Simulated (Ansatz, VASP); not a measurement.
# One calculation of C, two programs

```
C
1.0
     2.51800    0.00000    0.00000
    -1.25900    2.18065    0.00000
     0.00000    0.00000   26.00242
C
2
Direct
  0.66667 0.33333 0.51648
  0.33333 0.66667 0.48352
```

Alike in both runs: task single point; functional PBE; dispersion D3(BJ); k mesh 21 × 21 × 1; occupations gaussian, width 0.1 eV; no spin polarisation.

|  | VASP | Ansatz |
| --- | --- | --- |
| version | VASP 6.6.1 | Ansatz 0.2.0 |
| potentials or method | VASP PAW PBE potentials, release 64 (C), cutoff 520 eV | scalar-relativistic, plane waves, PAW |
| valence electrons in the cell | 8 | 8 |

|  | VASP | Ansatz | Ansatz less VASP |
| --- | --- | --- | --- |
| gap on the k mesh at the Fermi level (eV) | none | none | - |
| rms of the force components (eV/Å) | 5.620 | 5.624 | +0.0032 |
| work function, face that differs most (eV) | 5.28 | 5.28 | +0.004 |

Atom by atom the forces differ by 0.003 eV/Å (rms over components). A gap of «none» marks a metal or a gap that the smearing closes.
